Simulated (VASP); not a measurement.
Crystal: RbSi6.

```
Rb Si
1.0
    -3.47957    3.53495    3.46903
     3.39767   -3.50017    3.35233
     3.34236    3.36295   -3.43424
Rb Si
1 6
Cartesian
  -0.0979 -0.1091 0.0761
  0.1504 3.3885 1.7284
  3.2356 -0.0750 1.5945
  1.6199 3.4753 0.0848
  -0.1180 1.7166 3.4563
  1.6013 0.0913 3.3791
  3.3901 1.7055 -0.1579
```

- Program: VASP 6.6.1
- Task: relaxation of cell and atoms
- Functional: PBE
- Potentials or basis: VASP PAW PBE potentials, release 64 (Rb_sv, Si)
- Cutoff: 600 eV
- k mesh: 4 × 4 × 4
- Occupations: gaussian, width 0.2 eV
- Spin: no spin polarisation

At the start: pressure 0.6 GPa; volume 22.64 Å³/atom.

Problem. Where does the relaxation end?

Solution. Over 19 steps the energy falls by 95.2 meV/atom and the volume is 22.49 Å³/atom (-0.7 %); space group P1 (No. 1, to 0.1 Å) before, Im-3m (No. 229, to 0.1 Å).

Step by step:
```
step  energy change (eV)  largest force (eV/Å)  pressure (GPa)  volume (Å³)
   1              0.0000                2.6172            0.62       158.48
   2             -0.5286                0.8767           -1.18       160.38
   3             -0.5303                0.8802           -1.21       160.49
   4             -0.5966                0.2977            0.26       156.66
   5             -0.5975                0.3222            0.47       156.17
   6             -0.6187                0.1983            0.10       156.99
   7             -0.6220                0.2802           -0.09       157.47
   8             -0.6355                0.2254           -0.11       157.58
   9             -0.6502                0.1702           -0.18       157.82
  10             -0.6601                0.0816            0.09       157.19
  11             -0.6607                0.1370            0.19       156.99
  12             -0.6641                0.0764           -0.07       157.59
  13             -0.6643                0.0683           -0.16       157.81
  14             -0.6653                0.0387            0.05       157.29
  15             -0.6653                0.0393            0.05       157.31
  16             -0.6656                0.0252            0.00       157.42
  17             -0.6657                0.0347           -0.03       157.50
  18             -0.6660                0.0252           -0.02       157.47
  19             -0.6662                0.0149            0.01       157.41
```

Final structure:
```
Rb Si
1.0
    -3.40186    3.40297    3.40055
     3.40375   -3.40356    3.40095
     3.39883    3.40153   -3.39694
Rb Si
1 6
Direct
  0.00025 0.00010 0.00034
  0.75026 0.24990 0.49995
  0.24972 0.75027 0.49996
  0.50023 0.25003 0.74997
  0.74967 0.50001 0.24997
  0.49964 0.74974 0.24984
  0.25023 0.49995 0.74997
```
